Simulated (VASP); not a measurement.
# C (I4/mmm) in VASP: further runs, part 2 of 2

VASP 6.6.1. The steps go on from the part before.

### 3 Single point, LDA (strain +0.015 along x and y, -0.030 along z)

INCAR

```
PREC = Accurate
ENCUT = 520
EDIFF = 1E-7
ISMEAR = 0
SIGMA = 0.05
LREAL = False
LASPH = True
NELM = 60
ALGO = Normal
ISIF = 2
LWAVE = False
LCHARG = False
NBANDS = 26
```

KPOINTS

```
Automatic mesh
0
Gamma
  8 8 8
```

POSCAR

```
C
1.0
   -2.4465542730      2.4465542730      2.3380863495
    2.4465542730     -2.4465542730      2.3380863495
    2.4465542730      2.4465542730     -2.3380863495
C
8
Direct
    0.3254710859      0.0000000000      0.0000000000
    0.6745289141      0.6745289141      0.6745289141
    0.0000000000      0.3254710859      0.0000000000
    0.0000000000      0.0000000000      0.3254710859
    0.0000000000      0.6745289141      0.0000000000
    0.3254710859      0.3254710859      0.3254710859
    0.6745289141      0.0000000000      0.0000000000
    0.0000000000      0.0000000000      0.6745289141
```

Potentials or basis: VASP PAW LDA potentials, release 64 (C).

Launch:

```bash
> cat potpaw_LDA.64/C/POTCAR > POTCAR
> mpirun -np 1 vasp_std > vasp.out
```

Run time: 39 s. Hardware: 1 thread of Intel Xeon 6975P-C, shared host; peak memory 0.18 GiB.

It converged, with:

```
Free energy            : -75.1290 eV
Pressure               : 2.0 GPa
Largest force          : 1.028 eV/Å
Band gap on the k mesh : 2.46 eV, indirect (least direct gap 3.40 eV)
```

Forces on the atoms (eV/Å):
```
C    0.309 -0.309  0.930
C    0.309  0.309 -0.930
C   -0.309  0.309  0.930
C   -0.309 -0.309 -0.930
C    0.309 -0.309 -0.930
C   -0.309 -0.309  0.930
C   -0.309  0.309 -0.930
C    0.309  0.309  0.930
```

Stress tensor (GPa, compression positive):
```
-7.54  0.00  0.00
 0.00 -7.54  0.00
 0.00  0.00 21.13
```

Levels at points of the mesh, in eV from the valence-band top:
| k point | band 13 | band 14 | band 15 | band 16 | band 17 | band 18 | band 19 | band 20 |
| --- | --- | --- | --- | --- | --- | --- | --- | --- |
| (0.00, 0.00, 0.00) | -5.69 | -1.16 | -0.51 | -0.51 | 3.08 | 3.08 | 5.01 | 7.28 |
| (0.50, 0.00, 0.00) | -3.64 | -3.38 | -2.61 | -2.58 | 3.56 | 4.59 | 5.54 | 5.64 |
| (0.50, 0.50, 0.00) | -3.93 | -3.15 | -3.10 | -2.39 | 3.29 | 5.10 | 6.21 | 6.27 |
| (0.50, 0.50, 0.50) | -6.18 | -0.60 | -0.60 | 0.00 | 3.40 | 4.80 | 5.76 | 5.76 |

Caveat: the cell differs from its parent crystal (strain +0.015 along x and y, -0.030 along z); forces of over 1 eV/Å act on the atoms, so gaps and moduli don't describe the material at rest. A k mesh can miss the band edges.

### 4 Single point, LDA (strain +0.030 along x and y, -0.030 along z)

INCAR

```
PREC = Accurate ; ENCUT = 520
EDIFF = 1E-7 ; ISMEAR = 0
SIGMA = 0.05 ; LREAL = F
LASPH = T ; NELM = 100
ALGO = Normal ; ISIF = 2
LWAVE = F ; LCHARG = F
NBANDS = 26
```

KPOINTS is that of step 3.

POSCAR: that of step 3 with these lines changed.

```diff
@@ -2,5 +2,5 @@
 1.0
-   -2.4465542730      2.4465542730      2.3380863495
-    2.4465542730     -2.4465542730      2.3380863495
-    2.4465542730      2.4465542730     -2.3380863495
+   -2.4827102475      2.4827102475      2.3380863495
+    2.4827102475     -2.4827102475      2.3380863495
+    2.4827102475      2.4827102475     -2.3380863495
 C
```

Potentials or basis: VASP PAW LDA potentials, release 64 (C).

Launch:

```bash
> cat potpaw_LDA.64/C/POTCAR > POTCAR
> mpirun -np 1 vasp_std > vasp.out
```

OUTCAR:

```text
PREC = Accurate
   ENCUT = 520
   EDIFF = 1E-7
   ISMEAR = 0
   LREAL = F
   LASPH = T
   NELM = 100
   ISIF = 2

 ion  position               nearest neighbor table
   1  0.325  0.000  0.000-   7 1.47   5 1.52   6 1.62   8 1.62
   2  0.675  0.675  0.675-   6 1.47   8 1.52   7 1.62   5 1.62
   3  0.000  0.325  0.000-   5 1.47   7 1.52   6 1.62   8 1.62
   4  0.000  0.000  0.325-   8 1.47   6 1.52   7 1.62   5 1.62
   5  0.000  0.675  0.000-   3 1.47   1 1.52   2 1.62   4 1.62
   6  0.325  0.325  0.325-   2 1.47   4 1.52   3 1.62   1 1.62
   7  0.675  0.000  0.000-   1 1.47   3 1.52   2 1.62   4 1.62
   8  0.000  0.000  0.675-   4 1.47   2 1.52   3 1.62   1 1.62
[... 908 lines left out ...]
  Total       -6.8523057     -6.8523057      6.0117386      0.0000000     -0.0000000      0.0000000
  in kB     -190.4472483   -190.4472483    167.0852294      0.0000000     -0.0000000      0.0000000
  external PRESSURE =     -71.2697557 kB  Pullay stress =       0.0000000 kB

 VOLUME and BASIS-vectors are now :
 -----------------------------------------------------------------------------
  energy-cutoff  :      520.00
  volume of cell :       57.65
      direct lattice vectors                 reciprocal lattice vectors
    -2.482710248  2.482710248  2.338086350     0.000000000  0.201392813  0.213850100
     2.482710248 -2.482710248  2.338086350     0.201392813  0.000000000  0.213850100
     2.482710248  2.482710248 -2.338086350     0.201392813  0.201392813  0.000000000

 POSITION                                       TOTAL-FORCE (eV/Angst)
 -----------------------------------------------------------------------------------
     -0.80805      0.80805      0.76098         0.441461     -0.441461      1.081604
      1.67466      1.67466      1.57711         0.441461      0.441461     -1.081604
      0.80805     -0.80805      0.76098        -0.441461      0.441461      1.081604
      0.80805      0.80805     -0.76098        -0.441461     -0.441461     -1.081604
      1.67466     -1.67466      1.57711         0.441461     -0.441461     -1.081604
      0.80805      0.80805      0.76098        -0.441461     -0.441461      1.081604
     -1.67466      1.67466      1.57711        -0.441461      0.441461     -1.081604
      1.67466      1.67466     -1.57711         0.441461      0.441461      1.081604
 -----------------------------------------------------------------------------------
    total drift:                                0.000000      0.000000     -0.000000

  FREE ENERGIE OF THE ION-ELECTRON SYSTEM (eV)
  ---------------------------------------------------
  free  energy   TOTEN  =       -74.9914643851 eV

  energy  without entropy=      -74.9914643851  energy(sigma->0) =      -74.99146439
```

It took 50 s on 1 thread of Intel Xeon 6975P-C, shared host; peak memory 0.18 GiB.

What came out:

```
Free energy            : -74.9915 eV
Pressure               : -7.1 GPa
Largest force          : 1.249 eV/Å
Band gap on the k mesh : 2.19 eV, indirect (least direct gap 3.13 eV)
```

Forces in eV/Å, atoms in the order of the input:
```
C    0.441 -0.441  1.082
C    0.441  0.441 -1.082
C   -0.441  0.441  1.082
C   -0.441 -0.441 -1.082
C    0.441 -0.441 -1.082
C   -0.441 -0.441  1.082
C   -0.441  0.441 -1.082
C    0.441  0.441  1.082
```

Stress tensor (GPa, compression positive):
```
-19.04   0.00   0.00
  0.00 -19.04   0.00
  0.00   0.00  16.71
```

Levels at points of the mesh, in eV from the valence-band top:
```csv
k point,band 12,band 13,band 14,band 15,band 16,band 17,band 18,band 19,band 20,band 21
"(0.00, 0.00, 0.00)",-5.76,-5.64,-1.43,-0.57,-0.57,2.68,2.68,5.20,7.02,7.68
"(0.50, 0.00, 0.00)",-5.15,-3.71,-3.41,-2.69,-2.58,3.40,4.19,5.13,5.54,6.45
"(0.50, 0.50, 0.00)",-4.71,-4.13,-3.25,-3.07,-2.41,3.05,4.81,5.93,6.30,6.63
"(0.50, 0.50, 0.50)",-6.12,-6.12,-0.79,-0.79,0.00,3.25,4.36,5.56,5.56,7.16
```

Caveat: the cell differs from its parent crystal (strain +0.030 along x and y, -0.030 along z); forces of over 1 eV/Å act on the atoms, so gaps and moduli don't describe the material at rest.

### 5 Summary

| cell | gap on the mesh (eV) | pressure (GPa) | largest force (eV/Å) |
| --- | --- | --- | --- |
| a = 4.176 Å, angles 110.7, 110.7, 107.0°, 8 atoms | 2.31 | 2.0 | 0.87 |
| a = 4.176 Å, angles 108.3, 108.3, 111.9°, 8 atoms | 2.46 | 2.0 | 1.03 |
| a = 4.218 Å, angles 107.9, 107.9, 112.7°, 8 atoms | 2.19 | -7.1 | 1.25 |

Alike in all rows: task single point; level LDA; potentials or basis VASP PAW LDA potentials, release 64 (C); no spin polarisation; k mesh 8 × 8 × 8; cutoff (eV) 520; smearing gaussian 0.05 eV.

Caveats: forces of over 1 eV/Å act on the atoms, so gaps and moduli don't describe the material at rest (some runs).

Total energies depend on the potentials used, so only differences within one code and one set of settings carry meaning.
